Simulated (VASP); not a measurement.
Set up this calculation in VASP 6.6.1, as the native input.

| Quantity | Value |
| --- | --- |
| Task | single point |
| Functional | PBE |
| Potentials or basis | VASP PAW PBE potentials, release 64 (K_sv, Mg, F) |
| Cutoff | 600 eV |
| k mesh | 6 × 6 × 6 |
| Occupations | fermi-dirac, width 0.02 eV |
| Spin | no spin polarisation |
| Dipole correction | no |
| Further INCAR settings | ALGO = Normal; EDIFF = 1e-06; NBANDS = 24 |

The structure of KMgF3 lies in POSCAR:

```
KMgF3
1.0
    3.9802355751      0.0000000000      0.0000000000
    0.0000000000      3.9802355751      0.0000000000
    0.0000000000      0.0000000000      4.0550640039
K Mg F
1 1 3
Direct
    0.5000000000      0.5000000000      0.5000000000
    0.0000000000      0.0000000000      0.0000000000
    0.5000000000      0.0000000000      0.0000000000
    0.0000000000      0.5000000000      0.0000000000
    0.0000000000      0.0000000000      0.5000000000
```

This cell differs from its parent crystal: uniaxial z strain +1.9%.

The input as run:

INCAR

```
PREC = Accurate
ENCUT = 600
EDIFF = 1E-6
ISMEAR = -1
SIGMA = 0.02
LREAL = F
LASPH = T
NELM = 120
ALGO = Normal
ISIF = 2
LWAVE = F
LCHARG = F
GGA = PE
NBANDS = 24
GGA_COMPAT = F
```

KPOINTS

```
Automatic mesh
0
Gamma
  6 6 6
```

Potentials or basis: VASP PAW PBE potentials, release 64 (K_sv, Mg, F).

The run is started by

```console
$ cat potpaw_PBE.64/K_sv/POTCAR potpaw_PBE.64/Mg/POTCAR potpaw_PBE.64/F/POTCAR > POTCAR
$ mpirun -np 1 vasp_std > vasp.out
```

Results of the run:

```json
{"Pressure": "2.1 GPa", "Band gap on the k mesh": "7.19 eV (least direct gap 7.52 eV)"}
```

Caveat: the cell differs from its parent crystal (uniaxial z strain +1.9%).

It took 58 s on 1 thread of Intel(R) Xeon(R) Platinum 8488C (Sapphire Rapids), on a shared host, peak memory 0.22 GiB.
